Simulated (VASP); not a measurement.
Runs of VASP 6.6.1 on SiC. The structure is that of space group F-43m (No. 216), or close to it. The cells are those of the table. 

| cell | gap on the mesh (eV) | pressure (GPa) |
| --- | --- | --- |
| a = 3.136 Å, angles 60.0°, 2 atoms | 2.26 | -12.4 |
| a = 3.013 Å, angles 60.0°, 2 atoms | (c) | 15.7 |
| a = 3.075 Å, angles 60.0°, 2 atoms | 2.23 | (b) |
| a = 3.044 Å, angles 60.0°, 2 atoms | 2.21 | 7.1 |
| a = 3.106 Å, angles 60.0°, 2 atoms | 2.25 | (a) |

Alike in all rows: task single point; level HSE06; potentials or basis VASP PAW PBE potentials, release 64 (Si, C); no spin polarisation; k mesh 6 × 6 × 6; cutoff (eV) 520; smearing gaussian 0.02 eV.

Q: Estimate the missing entries.

A: (a) -6.9; (b) -0.4; (c) 2.19.

Caveats: some runs use coarse meshes; the PAW data sets were made with another functional, which shifts forces and pressure a little; the cell stands under tension (at least some runs).

A k mesh can miss the band edges.
